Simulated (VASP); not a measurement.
A run of VASP 6.6.1 is set up as follows.

Contents of INCAR:

```
PREC     = Accurate       # precision mode
ENCUT    = 600            # plane-wave cutoff, eV
EDIFF    = 1E-7           # SCF threshold, eV
ISMEAR   = -1             # smearing method
SIGMA    = 0.1            # smearing width, eV
LREAL    = False          # projectors in reciprocal space
LASPH    = True           # aspherical terms in the spheres
NELM     = 80             # most SCF steps
ALGO     = Normal         # electronic algorithm
ISIF     = 3              # what is computed and relaxed
LWAVE    = False          # write WAVECAR
LCHARG   = False          # write CHGCAR
IBRION   = 2              # ionic algorithm
NSW      = 32             # ionic steps
EDIFFG   = -0.005         # ionic threshold
PSTRESS  = 2300.0
```

File KPOINTS:

```
Automatic mesh
0
Gamma
  18 18 10
```

Contents of POSCAR:

```
Ga
1.0
    2.2877844915      0.0000000000      0.0000000000
   -1.1438922457      1.9812794880      0.0000000000
    0.0000000000      0.0000000000      3.8209707685
Ga
2
Direct
    0.3333333333      0.6666666667      0.2500000000
    0.6666666667      0.3333333333      0.7500000000
```

Potentials or basis: VASP PAW LDA potentials, release 64 (Ga_d).

The run is started by

```sh
$ cat potpaw_LDA.64/Ga_d/POTCAR > POTCAR
$ mpirun -np 1 vasp_std > vasp.out
```

(1) Estimate the band gap on the k mesh.

(2) Estimate the relaxed volume.

(3) What does it give for the relaxed cell?

(4) Estimate the space group after relaxing (to 0.1 Å).

Answers

(1) zero (bands 13 and 14 overlap by 10.83 eV).

(2) 8.70 Å³/atom.

(3) a = 2.291 Å, b = 2.291 Å, c = 3.826 Å, α = 90.00°, β = 90.00°, γ = 120.00°.

(4) P6_3/mmc (No. 194).

Caveat: the cell is relaxed towards a set pressure, so the run minimises the enthalpy, not the energy.
